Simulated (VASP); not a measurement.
# SrO in VASP: further runs, part 2 of 2

VASP 6.6.1.

### 4 Single point, PBE (mode 6 frozen in at -0.214 Å and mode 7 at +0.000 Å (largest displacements))

Input file INCAR:

```
PREC = Accurate
ENCUT = 520
EDIFF = 1E-7
ISMEAR = 0
SIGMA = 0.05
LREAL = False
LASPH = True
NELM = 60
ALGO = Normal
ISIF = 2
LWAVE = False
LCHARG = False
GGA = PE
NBANDS = 24
```

Input file KPOINTS:

```
Automatic mesh
0
Gamma
  9 9 4
```

Input file POSCAR:

```
SrO
1.0
    3.5769478779      0.0000000000      0.0000000000
   -1.7884739390      3.0977277303      0.0000000000
    0.0000000000      0.0000000000      6.2426216355
Sr O
2 2
Direct
    0.3333333333      0.6666666667      0.2500000000
    0.6666666667      0.3333333333      0.7500000000
   -0.0597716286      0.0000000000      0.0000000000
    0.0597716286      0.0000000000      0.5000000000
```

Potentials or basis: VASP PAW PBE potentials, release 64 (Sr_sv, O).

Command:

```bash
cat potpaw_PBE.64/Sr_sv/POTCAR potpaw_PBE.64/O/POTCAR > POTCAR
mpirun -np 1 vasp_std > vasp.out
```

OUTCAR:

```text
PREC = Accurate
   ENCUT = 520
   EDIFF = 1E-7
   ISMEAR = 0
   LREAL = False
   LASPH = True
   NELM = 60
   ISIF = 2
   GGA = PE

 ion  position               nearest neighbor table
   1  0.333  0.667  0.250-   4 2.45   3 2.45   3 2.60   4 2.60   3 2.74   4 2.74   2 3.74   2 3.74
                             2 3.74   2 3.74   2 3.74   2 3.74
   2  0.667  0.333  0.750-   3 2.45   4 2.45   4 2.60   3 2.60   4 2.74   3 2.74   1 3.74   1 3.74
                             1 3.74   1 3.74   1 3.74   1 3.74
   3  0.940  0.000  0.000-   2 2.45   1 2.45   1 2.60   2 2.60   1 2.74   2 2.74
   4  0.060  0.000  0.500-   1 2.45   2 2.45   2 2.60   1 2.60   2 2.74   1 2.74

  LATTYP: Found a hexagonal cell.
 ALAT       =     3.5769478779
 C/A-ratio  =     1.7452369586

  Lattice vectors:

 A1 = (   3.5769478779,   0.0000000000,   0.0000000000)
 A2 = (  -1.7884739390,   3.0977277303,   0.0000000000)
 A3 = (   0.0000000000,   0.0000000000,   6.2426216355)

Analysis of symmetry for initial positions (statically):
=====================================================================
 Subroutine PRICEL returns:
 Original cell was already a primitive cell.

 Routine SETGRP: Setting up the symmetry group for a
 hexagonal supercell.

 Subroutine GETGRP returns: Found  4 space group operations
 (whereof  2 operations were pure point group operations)
 out of a pool of 24 trial point group operations.

The static configuration has the point symmetry C_2 .
 The point group associated with its full space group is D_2 .

Analysis of symmetry for dynamics (positions and initial velocities):
=====================================================================
 Subroutine PRICEL returns:
 Original cell was already a primitive cell.

 Routine SETGRP: Setting up the symmetry group for a
 hexagonal supercell.

 Subroutine GETGRP returns: Found  4 space group operations
[... 125 lines left out ...]
   IALGO  =     38    algorithm
   IMIX   =      4    mixing-type and parameters
     AMIX     =   0.40;   BMIX     =  1.00
     AMIX_MAG =   1.60;   BMIX_MAG =  1.00
  volume/ion in A,a.u.               =      17.29       116.70
  Fermi-wavevector in a.u.,A,eV,Ry     =   1.266146  2.392669 21.811857  1.603126
  Thomas-Fermi vector in A             =   2.399362
   LORBIT       =      0    0 simple, 1 ext, 2 COOP (PROOUT), +10 PAW based schemes
   GGA     = PE    functional components
   LHFCALC =     F    Hartree Fock is set to
   AEXX    =    0.0000 exact exchange contribution
   IVDW    =     0    specifies the selected vdW correction
   LEPSILON=     F    determine dielectric tensor
   LRPA    =     F    only Hartree local field effects (RPA)
 non-spin polarized calculation
 Gauss-broadening in eV      SIGMA  =   0.05
  energy-cutoff  :      520.00
  volume of cell :       69.17
 maximum number of plane-waves:      1895
   NGX = 13   NGY = 13   NGZ = 23

 number of electron      32.0000004 magnetization

 Free energy of the ion-electron system (eV)
  ---------------------------------------------------
  ext. energy  EPLUGINS =         0.00000000
  ---------------------------------------------------
  free energy    TOTEN  =       -23.65209109 eV

  energy without entropy =      -23.65209109  energy(sigma->0) =      -23.65209109

 E-fermi :   2.1874     XC(G=0):  -9.9292

 val. band max:        1.9843853249   @ k =   0.0000   0.0000   0.0000
 cond. band min:       5.0612811842   @ k =   0.0000   0.0000   0.0000
 fundamental gap:      3.0768958593
 Fermi energy:         2.1873530062

 k-point     1 :       0.0000    0.0000    0.0000
  band No.  band energies     occupation
      1     -30.8873      2.00000
      2     -30.7846      2.00000
      3     -15.0131      2.00000
      4     -13.4436      2.00000
      5     -12.6042      2.00000
      6     -12.5810      2.00000
[... 637 lines left out ...]
     23      10.7202      0.00000
     24      11.5553      0.00000

 [... further k-points ...]

------------------------ aborting loop because EDIFF is reached ----------------------------------------

  FORCE on cell =-STRESS in cart. coord.  units (eV):
  Direction    XX          YY          ZZ          XY          YZ          ZX
  --------------------------------------------------------------------------------------
  -------------------------------------------------------------------------------------
  Total        0.9066670      0.7360514      0.7344383     -0.0000000      0.0000000      0.0000000
  in kB       21.0007843     17.0488797     17.0115173     -0.0000000      0.0000000      0.0000000
  external PRESSURE =      18.3537271 kB  Pullay stress =       0.0000000 kB

 VOLUME and BASIS-vectors are now :
 -----------------------------------------------------------------------------
  energy-cutoff  :      520.00
  volume of cell :       69.17
      direct lattice vectors                 reciprocal lattice vectors
     3.576947878  0.000000000  0.000000000     0.279567954  0.161408634  0.000000000
    -1.788473939  3.097727730  0.000000000     0.000000000  0.322817267  0.000000000
     0.000000000  0.000000000  6.242621635     0.000000000  0.000000000  0.160189109

 POSITION                                       TOTAL-FORCE (eV/Angst)
 -----------------------------------------------------------------------------------
     -0.00000      2.06515      1.56066         0.000000     -0.212252      0.000000
      1.78847      1.03258      4.68197        -0.000000      0.212252      0.000000
      3.36315      0.00000      0.00000         0.471398      0.000000      0.000000
      0.21380      0.00000      3.12131        -0.471398      0.000000      0.000000
 -----------------------------------------------------------------------------------
    total drift:                                0.000000     -0.000000      0.000000

  FREE ENERGIE OF THE ION-ELECTRON SYSTEM (eV)
  ---------------------------------------------------
  free  energy   TOTEN  =       -23.6520910935 eV

  energy  without entropy=      -23.6520910935  energy(sigma->0) =      -23.65209109
```

OSZICAR:

```text
N       E                     dE             d eps       ncg     rms          rms(c)
DAV:   1     0.170753489537E+03    0.17075E+03   -0.16039E+04  3600   0.126E+03
DAV:   2    -0.178879595584E+02   -0.18864E+03   -0.17838E+03  5096   0.283E+02
DAV:   3    -0.281202782641E+02   -0.10232E+02   -0.10172E+02  5624   0.583E+01
DAV:   4    -0.283712634849E+02   -0.25099E+00   -0.25092E+00  4736   0.744E+00
DAV:   5    -0.283732957518E+02   -0.20323E-02   -0.20322E-02  5112   0.757E-01    0.233E+01
DAV:   6    -0.238580539242E+02    0.45152E+01   -0.20077E+01  3936   0.249E+01    0.272E+01
DAV:   7    -0.237220001023E+02    0.13605E+00   -0.15724E+00  5264   0.691E+00    0.177E+01
DAV:   8    -0.236619040911E+02    0.60096E-01   -0.59609E-01  3784   0.516E+00    0.218E+00
DAV:   9    -0.236490640555E+02    0.12840E-01   -0.64514E-02  5416   0.174E+00    0.500E-01
DAV:  10    -0.236514655383E+02   -0.24015E-02   -0.71094E-03  4416   0.477E-01    0.181E-01
DAV:  11    -0.236520081392E+02   -0.54260E-03   -0.14747E-03  4304   0.218E-01    0.428E-02
DAV:  12    -0.236520908250E+02   -0.82686E-04   -0.17120E-04  4968   0.724E-02    0.495E-02
DAV:  13    -0.236520912827E+02   -0.45768E-06   -0.12394E-05  4296   0.263E-02    0.148E-02
DAV:  14    -0.236520915772E+02   -0.29452E-06   -0.28975E-06  4752   0.102E-02    0.731E-03
DAV:  15    -0.236520911454E+02    0.43176E-06   -0.10083E-06  4968   0.614E-03    0.103E-03
DAV:  16    -0.236520910935E+02    0.51889E-07   -0.10770E-07  3200   0.171E-03
   1 F= -.23652091E+02 E0= -.23652091E+02  d E =-.609282E-11
```

Run time: 2.1 min. Hardware: 1 thread of Intel Xeon 6975P-C, shared host; peak memory 0.26 GiB.

What came out:

```
Free energy            : -23.6521 eV
Pressure               : 1.8 GPa
Largest force          : 0.471 eV/Å
Band gap on the k mesh : 3.08 eV, direct
```

Forces in eV/Å, atoms in the order of the input:
```
Sr   0.000 -0.212  0.000
Sr   0.000  0.212  0.000
O    0.471  0.000  0.000
O   -0.471  0.000  0.000
```

Stress tensor (GPa, compression positive):
```
2.10 0.00 0.00
0.00 1.70 0.00
0.00 0.00 1.70
```

Levels at points of the mesh, in eV from the valence-band top:
```
           k point  band 12  band 13  band 14  band 15  band 16  band 17  band 18  band 19  band 20  band 21
(0.00, 0.00, 0.00)    -0.94    -0.87    -0.67    -0.64     0.00     3.08     5.04     5.31     6.29     6.48
(0.00, 0.00, 0.50)    -1.54    -0.82    -0.82    -0.74    -0.74     4.66     4.66     5.82     5.82     7.17
```

Caveat: the cell differs from its parent crystal (mode 6 frozen in at -0.214 Å and mode 7 at +0.000 Å (largest displacements)). A k mesh can miss the band edges.

### 5 Single point, PBE (mode 6 frozen in at -0.142 Å and mode 7 at -0.285 Å (largest displacements))

Input file INCAR:

```
PREC = Accurate
ENCUT = 520
EDIFF = 1E-6
ISMEAR = 0
SIGMA = 0.05
LREAL = F
LASPH = T
NELM = 60
ALGO = Normal
ISIF = 2
LWAVE = F
LCHARG = F
GGA = PE
NBANDS = 24
```

KPOINTS is that of step 4.

POSCAR: that of step 4 with these lines changed.

```diff
@@ -10,3 +10,3 @@
     0.6666666667      0.3333333333      0.7500000000
-   -0.0597716286      0.0000000000      0.0000000000
-    0.0597716286      0.0000000000      0.5000000000
+   -0.0858398940     -0.0920029211      0.0000000000
+    0.0858398940      0.0920029211      0.5000000000
```

Command:

```bash
cat potpaw_PBE.64/Sr_sv/POTCAR potpaw_PBE.64/O/POTCAR > POTCAR
mpirun -np 1 vasp_std > vasp.out
```

Wall time 88 s (1 thread of Intel Xeon 6975P-C (Granite Rapids), shared host); peak memory 0.3 GiB.

Results (log left out):

```
Free energy            : -23.5224 eV
Pressure               : 3.4 GPa
Largest force          : 0.777 eV/Å
Band gap on the k mesh : 3.17 eV, indirect (the least direct gap lies 3.7 meV higher)
```

Forces on the atoms (eV/Å):
```
Sr  -0.381  0.286 -0.026
Sr   0.381 -0.286 -0.026
O    0.347  0.695  0.026
O   -0.347 -0.695  0.026
```

Stress tensor (GPa, compression positive):
```
3.24 0.28 0.00
0.28 3.73 0.00
0.00 0.00 3.34
```

Levels at points of the mesh, in eV from the valence-band top:
```csv
k point,band 12,band 13,band 14,band 15,band 16,band 17,band 18,band 19,band 20,band 21
"(0.00, 0.00, 0.00)",-0.87,-0.74,-0.58,-0.53,0.00,3.17,5.09,5.52,6.47,6.86
"(0.00, 0.00, 0.50)",-1.49,-0.72,-0.72,-0.57,-0.57,4.71,4.71,5.79,5.79,7.26
```

Caveat: the cell differs from its parent crystal (mode 6 frozen in at -0.142 Å and mode 7 at -0.285 Å (largest displacements)). A k mesh can miss the band edges.

### 6 Single point, PBE (mode 6 frozen in at -0.071 Å and mode 7 at -0.142 Å (largest displacements))

Input file INCAR:

```
ALGO = Normal ; EDIFF = 1E-6
ENCUT = 520 ; GGA = PE
ISIF = 2 ; ISMEAR = 0
LASPH = T ; LCHARG = F
LREAL = F ; LWAVE = F
NBANDS = 24 ; NELM = 100
PREC = Accurate ; SIGMA = 0.05
```

Input file KPOINTS:

```
k-points
0
Gamma
  9 9 4
```

POSCAR: that of step 5 with these lines changed.

```diff
@@ -10,3 +10,3 @@
     0.6666666667      0.3333333333      0.7500000000
-   -0.0858398940     -0.0920029211      0.0000000000
-    0.0858398940      0.0920029211      0.5000000000
+   -0.0429059686     -0.0460014606      0.0000000000
+    0.0429059686      0.0460014606      0.5000000000
```

Potentials or basis: VASP PAW PBE potentials, release 64 (Sr_sv, O).

Command:

```bash
cat potpaw_PBE.64/Sr_sv/POTCAR potpaw_PBE.64/O/POTCAR > POTCAR
mpirun -np 1 vasp_std > vasp.out
```

Wall time 94 s (1 thread of Intel Xeon 6975P-C (Granite Rapids), shared host); peak memory 0.3 GiB.

Results (log left out):

- Free energy: -23.6960 eV
- Pressure: 1.2 GPa
- Largest force: 0.336 eV/Å
- Band gap on the k mesh: 3.03 eV, direct

Forces on the atoms (eV/Å):
```
Sr  -0.094  0.071 -0.003
Sr   0.094 -0.071 -0.003
O    0.150  0.301  0.003
O   -0.150 -0.301  0.003
```

Stress tensor (GPa, compression positive):
```
1.20 0.09 0.00
0.09 1.35 0.00
0.00 0.00 1.13
```

Levels at points of the mesh, in eV from the valence-band top:
```tsv
k point	band 12	band 13	band 14	band 15	band 16	band 17	band 18	band 19	band 20	band 21
(0.00, 0.00, 0.00)	-0.97	-0.93	-0.71	-0.70	0.00	3.03	5.01	5.23	6.22	6.33
(0.00, 0.00, 0.50)	-1.57	-0.86	-0.86	-0.82	-0.82	4.63	4.63	5.84	5.84	7.13
```

Caveat: the cell differs from its parent crystal (mode 6 frozen in at -0.071 Å and mode 7 at -0.142 Å (largest displacements)).
